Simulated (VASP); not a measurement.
# GaC (P6_3mc) in VASP: notebook

Aim: see how the results for GaC move with the level of theory and the settings. Levels: r2SCAN+D3(BJ), PBE. Tasks: single point.

All numbers are computed with VASP 6.6.1; they aren't measurements. Logs are shortened: lines on timing, memory, paths and dates and some standing lists are left out, and cuts for length are marked.

## Step 1: The cell of the first run

It takes space group P6_3mc (No. 186, hexagonal). The conventional cell has a = 3.212 Å, b = 3.212 Å, c = 5.581 Å, α = 90.00°, β = 90.00°, γ = 120.00°. Within 2.6 Å of Ga (site symmetry 3m) lie 4 C at 1.98 to 2.03 Å. Within 2.6 Å of C (site symmetry 3m) lie 4 Ga at 1.98 to 2.03 Å.

## Step 2: Single point, r2SCAN+D3(BJ)

File POSCAR:

```
GaC
1.0
    3.2118167554      0.0000000000      0.0000000000
   -1.6059083777      2.7815149025      0.0000000000
    0.0000000000      0.0000000000      5.5813510102
Ga C
2 2
Direct
    0.3333333333      0.6666666667      0.0140279992
    0.6666666667      0.3333333333      0.5140279992
    0.3333333333      0.6666666667      0.3680720008
    0.6666666667      0.3333333333      0.8680720008
```

File INCAR.step1:

```
PREC = Accurate ; ENCUT = 660
ISMEAR = 0 ; SIGMA = 0.1
LREAL = False ; LASPH = True
NELM = 120 ; NBANDS = 25
GGA = PE ; ALGO = Normal
EDIFF = 1E-5 ; LWAVE = True
LCHARG = False ; GGA_COMPAT = False
```

File INCAR.step2:

```
PREC = Accurate ; ENCUT = 660
EDIFF = 1E-6 ; ISMEAR = 0
SIGMA = 0.1 ; LREAL = False
LASPH = True ; NELM = 120
ALGO = Normal ; ISIF = 2
LWAVE = False ; LCHARG = False
METAGGA = R2SCAN ; LMIXTAU = True
IVDW = 12 ; VDW_S6 = 1.0
VDW_S8 = 0.78981345 ; VDW_A1 = 0.49484001
VDW_A2 = 5.73083694 ; NBANDS = 25
ISTART = 1 ; GGA_COMPAT = False
```

File KPOINTS:

```
regular mesh
0
Gamma
  18 18 8
```

Potentials or basis: VASP PAW PBE potentials, release 64 (Ga_d, C).

On the command line:

```bash
> cat potpaw_PBE.64/Ga_d/POTCAR potpaw_PBE.64/C/POTCAR > POTCAR
> cp INCAR.step1 INCAR
> mpirun -np 1 vasp_std > vasp.out
> cp INCAR.step2 INCAR
> mpirun -np 1 vasp_std > vasp.out
```

OUTCAR:

```text
PREC = Accurate
   ENCUT = 660
   EDIFF = 1E-6
   ISMEAR = 0
   LREAL = False
   LASPH = True
   NELM = 120
   ISIF = 2
   METAGGA = R2SCAN
   IVDW = 12
   ISTART = 1
 IVDW          = 12

 ion  position               nearest neighbor table
   1  0.333  0.667  0.014-   3 1.98   4 2.03   4 2.03   4 2.03
   2  0.667  0.333  0.514-   4 1.98   3 2.03   3 2.03   3 2.03
   3  0.333  0.667  0.368-   1 1.98   2 2.03   2 2.03   2 2.03
   4  0.667  0.333  0.868-   2 1.98   1 2.03   1 2.03   1 2.03

  LATTYP: Found a hexagonal cell.
 ALAT       =     3.2118167554
 C/A-ratio  =     1.7377551197

  Lattice vectors:

 A1 = (   3.2118167554,   0.0000000000,   0.0000000000)
 A2 = (  -1.6059083777,   2.7815149025,   0.0000000000)
 A3 = (   0.0000000000,   0.0000000000,   5.5813510102)

Analysis of symmetry for initial positions (statically):
=====================================================================
 Subroutine PRICEL returns:
 Original cell was already a primitive cell.

 Routine SETGRP: Setting up the symmetry group for a
 hexagonal supercell.

 Subroutine GETGRP returns: Found 12 space group operations
 (whereof  6 operations were pure point group operations)
 out of a pool of 24 trial point group operations.

The static configuration has the point symmetry C_3v.
 The point group associated with its full space group is C_6v.

Analysis of symmetry for dynamics (positions and initial velocities):
=====================================================================
 Subroutine PRICEL returns:
 Original cell was already a primitive cell.

 Routine SETGRP: Setting up the symmetry group for a
 hexagonal supercell.

 Subroutine GETGRP returns: Found 12 space group operations
 (whereof  6 operations were pure point group operations)
 out of a pool of 24 trial point group operations.

The dynamic configuration has the point symmetry C_3v.
 The point group associated with its full space group is C_6v.

 Subroutine INISYM returns: Found 12 space group operations
 (whereof  6 operations are pure point group operations),
 and found     1 'primitive' translations

----------------------------------------------------------------------------------------

                                     Primitive cell

  volume of cell :      49.8622

  direct lattice vectors                    reciprocal lattice vectors
     3.211816755  0.000000000  0.000000000     0.311350266  0.179758160  0.000000000
    -1.605908378  2.781514903  0.000000000     0.000000000  0.359516319  0.000000000
     0.000000000  0.000000000  5.581351010     0.000000000  0.000000000  0.179168090

  length of vectors
     3.211816755  3.211816755  5.581351010     0.359516319  0.359516319  0.179168090

  position of ions in fractional coordinates (direct lattice)
     0.333333333  0.666666667  0.014027999
     0.666666667  0.333333333  0.514027999
     0.333333333  0.666666667  0.368072001
     0.666666667  0.333333333  0.868072001

  ion indices of the primitive-cell ions
   primitive index   ion index
                 1           1
                 2           2
                 3           3
                 4           4

----------------------------------------------------------------------------------------

 KPOINTS: regular mesh

Automatic generation of k-mesh.
 Grid dimensions read from file:
 generate k-points for:   18   18    8

 Generating k-lattice:

  Cartesian coordinates                     Fractional coordinates (reciprocal lattice)
     0.017297237  0.009986564  0.000000000     0.055555556  0.000000000  0.000000000
     0.000000000  0.019973129  0.000000000     0.000000000  0.055555556  0.000000000
     0.000000000  0.000000000  0.022396011     0.000000000  0.000000000  0.125000000

  Length of vectors
     0.019973129  0.019973129  0.022396011

  Shift w.r.t. Gamma in fractional coordinates (k-lattice)
     0.000000000  0.000000000  0.000000000

 Subroutine IBZKPT returns following result:
 ===========================================

 Found    185 irreducible k-points:

 Following reciprocal coordinates:
            Coordinates               Weight
  0.000000  0.000000  0.000000      1.000000
  0.055556 -0.000000  0.000000      6.000000
  0.111111 -0.000000  0.000000      6.000000
  0.166667 -0.000000  0.000000      6.000000
  0.222222  0.000000  0.000000      6.000000
  0.277778  0.000000  0.000000      6.000000
[... 16 lines left out ...]
  0.333333  0.111111  0.000000     12.000000
  0.388889  0.111111  0.000000     12.000000
 [... further k-points ...]
   k-points           NKPTS =    185   k-points in BZ     NKDIM =    185   number of bands    NBANDS=     25
   number of dos      NEDOS =    301   number of ions     NIONS =      4
   total plane-waves  NPLWV =  37632
   dimension x,y,z NGX =    28 NGY =   28 NGZ =   48
   dimension x,y,z NGXF=    56 NGYF=   56 NGZF=   96
   ions per type =               2   2
   NGX,Y,Z   is equivalent  to a cutoff of  14.49, 14.49, 14.30 a.u.
[... 38 lines left out ...]
   AEXX    =    0.0000 exact exchange contribution
   IVDW    =    12    specifies the selected vdW correction
   LEPSILON=     F    determine dielectric tensor
   LRPA    =     F    only Hartree local field effects (RPA)
 non-spin polarized calculation
 Gauss-broadening in eV      SIGMA  =   0.10
  energy-cutoff  :      660.00
  volume of cell :       49.86
 maximum number of plane-waves:      1949
 NGX is ok and might be reduce to    28
   NGX = 13   NGY = 13   NGZ = 23

 number of electron      34.0000012 magnetization

 Free energy of the ion-electron system (eV)
  ---------------------------------------------------
  ext. energy  EPLUGINS =         0.00000000
  ---------------------------------------------------
  free energy    TOTEN  =       -39.02213922 eV

  energy without entropy =      -39.01124693  energy(sigma->0) =      -39.01669307

 E-fermi :   4.4340     XC(G=0): -12.2798

 val. band max:        4.4334799193   @ k =   0.1667   0.0556   0.0000
 cond. band min:       4.4405185408   @ k =   0.1111   0.1111   0.1250
 fundamental gap:      0.0070386215
 Fermi energy:         4.4339796640

 k-point     1 :       0.0000    0.0000    0.0000
  band No.  band energies     occupation
      1      -9.8700      2.00000
      2      -9.6375      2.00000
      3      -9.5610      2.00000
      4      -9.5610      2.00000
      5      -9.5199      2.00000
      6      -9.5199      2.00000
[... 17 lines left out ...]
     24      15.5943      0.00000
     25      16.5153      0.00000

 k-point     2 :       0.0556   -0.0000    0.0000
  band No.  band energies     occupation
      1      -9.8709      2.00000
      2      -9.6651      2.00000
      3      -9.5728      2.00000
      4      -9.5570      2.00000
      5      -9.5167      2.00000
      6      -9.5149      2.00000
[... 17 lines left out ...]
     24      15.4304      0.00000
     25      16.4509      0.00000

 k-point     3 :       0.1111   -0.0000    0.0000
  band No.  band energies     occupation
      1      -9.8745      2.00000
      2      -9.7197      2.00000
      3      -9.5706      2.00000
      4      -9.5458      2.00000
      5      -9.5070      2.00000
      6      -9.5005      2.00000
[... 17 lines left out ...]
     24      15.1253      0.00000
     25      16.3160      0.00000

 k-point     4 :       0.1667   -0.0000    0.0000
  band No.  band energies     occupation
      1      -9.8827      2.00000
      2      -9.7712      2.00000
      3      -9.5587      2.00000
      4      -9.5300      2.00000
      5      -9.4906      2.00000
      6      -9.4786      2.00000
[... 17 lines left out ...]
     24      15.3752      0.00000
     25      16.3667      0.00000
[... 477 lines left out ...]
 k-point    22 :       0.2778    0.1111    0.0000
  band No.  band energies     occupation
      1      -9.9250      2.00000
      2      -9.8877      2.00000
      3      -9.5077      2.00000
      4      -9.5041      2.00000
      5      -9.4294      2.00000
      6      -9.4074      2.00000
[... 17 lines left out ...]
     24      16.1803      0.00000
     25      17.0854      0.00000

 k-point    23 :       0.3333    0.1111    0.0000
  band No.  band energies     occupation
      1      -9.9353      2.00000
      2      -9.9108      2.00000
      3      -9.5101      2.00000
      4      -9.4964      2.00000
      5      -9.4140      2.00000
      6      -9.3955      2.00000
[... 17 lines left out ...]
     24      16.0555      0.00000
     25      17.3519      0.00000

 k-point    24 :       0.3889    0.1111    0.0000
  band No.  band energies     occupation
      1      -9.9408      2.00000
      2      -9.9270      2.00000
      3      -9.5130      2.00000
      4      -9.4927      2.00000
      5      -9.4037      2.00000
      6      -9.3911      2.00000
[... 17 lines left out ...]
     24      16.0717      0.00000
     25      17.1378      0.00000

 [... further k-points ...]

------------------------ aborting loop because EDIFF is reached ----------------------------------------

 Edisp (eV)   -0.44812

 E8    (eV) :    -0.1447

  FORCE on cell =-STRESS in cart. coord.  units (eV):
  Direction    XX          YY          ZZ          XY          YZ          ZX
  --------------------------------------------------------------------------------------
  -------------------------------------------------------------------------------------
  Total      -0.02279    -0.02279    -0.01427    -0.00000    -0.00000     0.00000
  in kB      -0.73220    -0.73220    -0.45839    -0.00000    -0.00000     0.00000
  external pressure =       -0.64 kB  Pullay stress =        0.00 kB

 VOLUME and BASIS-vectors are now :
 -----------------------------------------------------------------------------
  energy-cutoff  :      660.00
  volume of cell :       49.86
      direct lattice vectors                 reciprocal lattice vectors
     3.211816755  0.000000000  0.000000000     0.311350266  0.179758160  0.000000000
    -1.605908378  2.781514903  0.000000000     0.000000000  0.359516319  0.000000000
     0.000000000  0.000000000  5.581351010     0.000000000  0.000000000  0.179168090

 POSITION                                       TOTAL-FORCE (eV/Angst)
 -----------------------------------------------------------------------------------
     -0.00000      1.85434      0.07830        -0.000000      0.000000     -0.001767
      1.60591      0.92717      2.86897         0.000000     -0.000000     -0.001767
     -0.00000      1.85434      2.05434        -0.000000     -0.000000      0.001767
      1.60591      0.92717      4.84501        -0.000000     -0.000000      0.001767
 -----------------------------------------------------------------------------------
    total drift:                                0.000001      0.000001      0.009955

  FREE ENERGIE OF THE ION-ELECTRON SYSTEM (eV)
  ---------------------------------------------------
  free  energy   TOTEN  =       -39.4702632016 eV

  energy  without entropy=      -39.4593709081  energy(sigma->0) =      -39.46481705
```

It took 7.8 min on 1 thread of Intel Xeon 6975P-C (Granite Rapids), shared host; peak memory 0.41 GiB.

Results:

| Item | Value |
| --- | --- |
| Free energy | -39.4703 eV |
| Pressure | -0.1 GPa |
| Band gap on the k mesh | zero (bands 17 and 18 overlap by 3.79 eV) |
| Dispersion energy per atom | -0.112 eV |

Caveat: three body term missing; the PAW data sets were made with another functional, which shifts forces and pressure a little.

## Step 3: Single point, r2SCAN+D3(BJ)

This run uses another cell than the first one, of 12.93 Å³/atom.

File POSCAR:

```
GaC
1.0
    3.2657620271      0.0000000000      0.0000000000
   -1.6328810135      2.8282328782      0.0000000000
    0.0000000000      0.0000000000      5.5986663410
Ga C
2 2
Direct
    0.3333333333      0.6666666667      0.0123080289
    0.6666666667      0.3333333333      0.5123080289
    0.3333333333      0.6666666667      0.3697919711
    0.6666666667      0.3333333333      0.8697919711
```

File INCAR.step1:

```
SYSTEM = GaC
PREC = Accurate ; ENCUT = 660
ISMEAR = 0 ; SIGMA = 0.1
LREAL = .False. ; LASPH = .True.
NELM = 120 ; NBANDS = 25
GGA = PE ; ALGO = Normal
EDIFF = 1E-5 ; LWAVE = .True.
LCHARG = .False. ; GGA_COMPAT = .False.
```

File INCAR.step2:

```
SYSTEM = GaC
PREC = Accurate ; ENCUT = 660
EDIFF = 1E-6 ; ISMEAR = 0
SIGMA = 0.1 ; LREAL = .False.
LASPH = .True. ; NELM = 120
ALGO = Normal ; ISIF = 2
LWAVE = .False. ; LCHARG = .False.
METAGGA = R2SCAN ; LMIXTAU = .True.
IVDW = 12 ; VDW_S6 = 1.0
VDW_S8 = 0.78981345 ; VDW_A1 = 0.49484001
VDW_A2 = 5.73083694 ; NBANDS = 25
ISTART = 1 ; GGA_COMPAT = .False.
```

File KPOINTS:

```
Automatic mesh
0
Gamma
  18 18 8
  0 0 0
```

Potentials or basis: VASP PAW PBE potentials, release 64 (Ga_d, C).

On the command line:

```bash
> cat potpaw_PBE.64/Ga_d/POTCAR potpaw_PBE.64/C/POTCAR > POTCAR
> cp INCAR.step1 INCAR
> mpirun -np 1 vasp_std > vasp.out
> cp INCAR.step2 INCAR
> mpirun -np 1 vasp_std > vasp.out
```

It took 8.6 min on 1 thread of Intel Xeon 6975P-C (Granite Rapids), shared host; peak memory 0.41 GiB.

The run converged. Its results:

```yaml
Free_energy: -39.4435 eV
Pressure: -4.8 GPa
Largest_force: 0.012 eV/Å
Band_gap_on_the_k_mesh: zero (bands 17 and 18 overlap by 3.59 eV)
Dispersion_energy_per_atom: -0.108 eV
```

Forces on the atoms (eV/Å):
```
Ga   0.000  0.000  0.012
Ga   0.000  0.000  0.012
C    0.000  0.000 -0.012
C    0.000  0.000 -0.012
```

Stress tensor (GPa, compression positive):
```
-4.88  0.00  0.00
 0.00 -4.88  0.00
 0.00  0.00 -4.59
```

Levels at points of the mesh, in eV from the Fermi level:
| k point | band 15 | band 16 | band 17 | band 18 | band 19 | band 20 |
| --- | --- | --- | --- | --- | --- | --- |
| (0.00, 0.00, 0.00) | 0.64 | 1.12 | 1.82 | 1.82 | 5.02 | 6.39 |
| (0.50, 0.00, 0.00) | -3.47 | -1.37 | -1.30 | 0.61 | 5.79 | 6.38 |
| (0.00, 0.00, 0.50) | 1.19 | 1.19 | 1.19 | 1.19 | 6.84 | 6.84 |
| (0.50, 0.00, 0.50) | -1.00 | -1.00 | -0.47 | -0.47 | 5.21 | 5.21 |

Caveat: three body term missing; the cell stands under tension; the PAW data sets were made with another functional, which shifts forces and pressure a little.

## Step 4: Single point, PBE

This run uses another cell than the first one, of 12.93 Å³/atom.

File INCAR:

```
ALGO     = Normal         # electronic algorithm
EDIFF    = 1E-6           # SCF threshold, eV
ENCUT    = 600            # plane-wave cutoff, eV
GGA      = PE             # functional
GGA_COMPAT= False        
ISIF     = 2              # what is computed and relaxed
ISMEAR   = 0              # smearing method
LASPH    = True           # aspherical terms in the spheres
LCHARG   = False          # write CHGCAR
LREAL    = False          # projectors in reciprocal space
LWAVE    = False          # write WAVECAR
NBANDS   = 25             # bands
NELM     = 120            # most SCF steps
PREC     = Accurate       # precision mode
SIGMA    = 0.1            # smearing width, eV
```

File KPOINTS:

```
k-points
0
Gamma
  6 6 4
```

POSCAR is that of step 3.

On the command line:

```bash
> cat potpaw_PBE.64/Ga_d/POTCAR potpaw_PBE.64/C/POTCAR > POTCAR
> mpirun -np 1 vasp_std > vasp.out
```

Wall time 17 s (1 thread of Intel Xeon 6975P-C (Granite Rapids), shared host); peak memory 0.19 GiB.

The run converged. Its results:

- Free energy: -20.2782 eV
- Pressure: -0.1 GPa
- Largest force: 0.004 eV/Å
- Band gap on the k mesh: zero (bands 17 and 18 overlap by 3.28 eV)

Forces on the atoms (eV/Å):
```
Ga   0.000  0.000  0.004
Ga   0.000  0.000  0.004
C    0.000  0.000 -0.004
C    0.000  0.000 -0.004
```

Stress tensor (GPa, compression positive):
```
-0.24  0.00  0.00
 0.00 -0.24  0.00
 0.00  0.00  0.06
```

Levels at points of the mesh, in eV from the Fermi level:
| k point | band 14 | band 15 | band 16 | band 17 | band 18 | band 19 | band 20 | band 21 |
| --- | --- | --- | --- | --- | --- | --- | --- | --- |
| (0.00, 0.00, 0.00) | 0.55 | 0.55 | 1.05 | 1.67 | 1.67 | 4.58 | 5.88 | 9.16 |
| (0.50, 0.00, 0.00) | -4.25 | -3.38 | -1.37 | -1.29 | 0.53 | 5.34 | 5.94 | 6.65 |
| (0.00, 0.00, 0.50) | -2.88 | 1.08 | 1.08 | 1.08 | 1.08 | 6.31 | 6.31 | 8.67 |
| (0.50, 0.00, 0.50) | -5.70 | -0.98 | -0.98 | -0.49 | -0.49 | 4.78 | 4.78 | 7.34 |

Caveat: the k points lie up to 0.37 Å⁻¹ apart, too coarse for converged energies and pressures of a metal.

## Step 5: Single point, PBE

This run uses another cell than the first one, of 13.83 Å³/atom.

File INCAR:

```
  ALGO = Normal
  EDIFF = 1E-6
  ENCUT = 600
  GGA = PE
  GGA_COMPAT = False
  ISIF = 2
  ISMEAR = 0
  LASPH = True
  LCHARG = False
  LREAL = False
  LWAVE = False
  NBANDS = 25
  NELM = 120
  PREC = Accurate
  SIGMA = 0.1
```

KPOINTS is that of step 4.

File POSCAR:

```
GaC
1.0
    3.4165663148      0.0000000000      0.0000000000
   -1.7082831574      2.9588332223      0.0000000000
    0.0000000000      0.0000000000      5.4715131321
Ga C
2 2
Direct
    0.3333333333      0.6666666667      0.0000000000
    0.6666666667      0.3333333333      0.5000000000
    0.3333333333      0.6666666667      0.3821000000
    0.6666666667      0.3333333333      0.8821000000
```

On the command line:

```bash
> cat potpaw_PBE.64/Ga_d/POTCAR potpaw_PBE.64/C/POTCAR > POTCAR
> mpirun -np 1 vasp_std > vasp.out
```

Run time: 18 s. Hardware: 1 thread of Intel Xeon 6975P-C (Granite Rapids), shared host; peak memory 0.18 GiB.

It converged, with:

```yaml
Free_energy: -20.1570 eV
Pressure: -7.0 GPa
Largest_force: 0.067 eV/Å
Band_gap_on_the_k_mesh: zero (bands 17 and 18 overlap by 2.86 eV)
```

Forces on the atoms (eV/Å):
```
Ga   0.000  0.000  0.067
Ga   0.000  0.000  0.067
C    0.000  0.000 -0.067
C    0.000  0.000 -0.067
```

Stress tensor (GPa, compression positive):
```
-7.98  0.00  0.00
 0.00 -7.98  0.00
 0.00  0.00 -4.98
```

Levels at points of the mesh, in eV from the Fermi level:
| k point | band 14 | band 15 | band 16 | band 17 | band 18 | band 19 | band 20 | band 21 |
| --- | --- | --- | --- | --- | --- | --- | --- | --- |
| (0.00, 0.00, 0.00) | 0.24 | 0.24 | 1.43 | 1.43 | 1.54 | 4.29 | 4.44 | 8.37 |
| (0.50, 0.00, 0.00) | -4.02 | -2.90 | -1.46 | -0.89 | 0.35 | 4.63 | 6.19 | 6.49 |
| (0.00, 0.00, 0.50) | -2.13 | 0.80 | 0.80 | 0.80 | 0.80 | 5.27 | 5.27 | 8.53 |
| (0.50, 0.00, 0.50) | -5.48 | -0.67 | -0.67 | -0.41 | -0.41 | 4.87 | 4.87 | 6.94 |

Caveat: the cell stands under tension.

## Step 6: The runs side by side

| level | cell | k mesh | cutoff (eV) | gap on the mesh (eV) | pressure (GPa) | largest force (eV/Å) |
| --- | --- | --- | --- | --- | --- | --- |
| r2SCAN+D3(BJ) | a = 3.212, b = 3.212, c = 5.581 Å, angles 90.0, 90.0, 120.0°, 4 atoms, atomic positions A | 18 × 18 × 8 | 660 | none | -0.1 | - |
| r2SCAN+D3(BJ) | a = 3.266, b = 3.266, c = 5.599 Å, angles 90.0, 90.0, 120.0°, 4 atoms, atomic positions B | 18 × 18 × 8 | 660 | none | -4.8 | 0.01 |
| PBE | a = 3.266, b = 3.266, c = 5.599 Å, angles 90.0, 90.0, 120.0°, 4 atoms, atomic positions B | 6 × 6 × 4 | 600 | none | -0.1 | - |
| PBE | a = 3.417, b = 3.417, c = 5.472 Å, angles 90.0, 90.0, 120.0°, 4 atoms, atomic positions C | 6 × 6 × 4 | 600 | none | -7.0 | 0.07 |

Alike in all rows: task single point; potentials or basis VASP PAW PBE potentials, release 64 (Ga_d, C); no spin polarisation; smearing gaussian 0.1 eV.

Caveats: some runs use coarse meshes; three body term missing (at least some runs); the PAW data sets were made with another functional, which shifts forces and pressure a little (at least some runs); the cell stands under tension (at least some runs).

Absolute energies hang on the potentials; compare differences alone.
